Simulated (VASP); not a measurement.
Here is a VASP 6.6.1 calculation.

The input POSCAR:

```
SiC
1.0
    6.1551095430      0.0000000000      0.0000000000
   -3.0775547715      5.3304812273      0.0000000000
    0.0000000000      0.0000000000     10.0767208995
Si C
16 16
Direct
    0.3350807825      0.1620279602      0.9347631133
    0.1706097559      0.3330451650      0.4413541909
   -0.0001222582     -0.0050895968      0.6853285974
   -0.0023339972      0.0016516332      0.1900574621
    0.3313386627      0.6666743299      0.9394208785
    0.1711774065      0.8410666521      0.4389395165
    0.0019987126      0.5043212583      0.6847987623
    0.0024748205      0.5021238957      0.1907433995
    0.8262431678      0.1637069831      0.9435144721
    0.6688720854      0.3345093855      0.4349073517
    0.5023243560      0.0068975011      0.6882495873
    0.5000170468      0.0028732865      0.1885148968
    0.8336830134      0.6637215008      0.9393704653
    0.6607511221      0.8305621596      0.4386748471
    0.5074024483      0.5010830891      0.6858840360
    0.4945541339      0.4937130229      0.1871124564
    0.3358831528      0.1669869871      0.7512084611
    0.1646728509      0.3337914391      0.2539964166
   -0.0025191988      0.0035544633      0.5025357009
    0.0005665810     -0.0070168149      0.0072629778
    0.3347029553      0.6688925161      0.7486462189
    0.1671369981      0.8409304543      0.2477409095
    0.0069822164      0.5046474953      0.4945565179
   -0.0128844221      0.4926934151     -0.0019239394
    0.8415846160      0.1584483584      0.7517896025
    0.6725295735      0.3490898702      0.2471522259
    0.5046084005      0.0010222342      0.5033453889
    0.4895985606     -0.0073796339     -0.0018531822
    0.8354451800      0.6679363172      0.7482921354
    0.6604979846      0.8312155716      0.2480801071
    0.4915566198      0.4990887101      0.4960887624
    0.5101298930      0.5046088496     -0.0027289631
```

File INCAR.step1:

```
SYSTEM = SiC
ALGO = Normal
EDIFF = 1E-4
ENCUT = 520
GGA = PE
ISMEAR = -1
LASPH = .TRUE.
LCHARG = .FALSE.
LREAL = Auto
LWAVE = .TRUE.
NBANDS = 86
NELM = 100
PREC = Accurate
SIGMA = 0.039
```

Contents of INCAR.step2:

```
SYSTEM = SiC
ALGO = Normal
EDIFF = 1E-6
ENCUT = 520
ISIF = 2
ISMEAR = -1
ISTART = 1
LASPH = .TRUE.
LCHARG = .TRUE.
LELF = .TRUE.
LMIXTAU = .TRUE.
LREAL = Auto
LVHAR = .TRUE.
LWAVE = .FALSE.
METAGGA = R2SCAN
NBANDS = 86
NELM = 100
PREC = Accurate
SIGMA = 0.039
```

The input KPOINTS:

```
k-points
0
G
  3 3 2
  0 0 0
```

Potentials or basis: VASP PAW PBE potentials, release 64 (Si, C).

The run is started by

```bash
$ cat potpaw_PBE.64/Si/POTCAR potpaw_PBE.64/C/POTCAR > POTCAR
$ cp INCAR.step1 INCAR
$ mpirun -np 1 vasp_std > vasp.out
$ cp INCAR.step2 INCAR
$ mpirun -np 1 vasp_std > vasp.out
```

(1) What does it give for the band gap on the k mesh?

(2) Predict the pressure.

(3) What does it give for the largest force?

Results:

(1) 2.40 eV.

(2) 0.4 GPa.

(3) 2.310 eV/Å.

Caveat: the atoms stand as in a frame of molecular dynamics; the PAW data sets were made with another functional, which shifts forces and pressure a little.
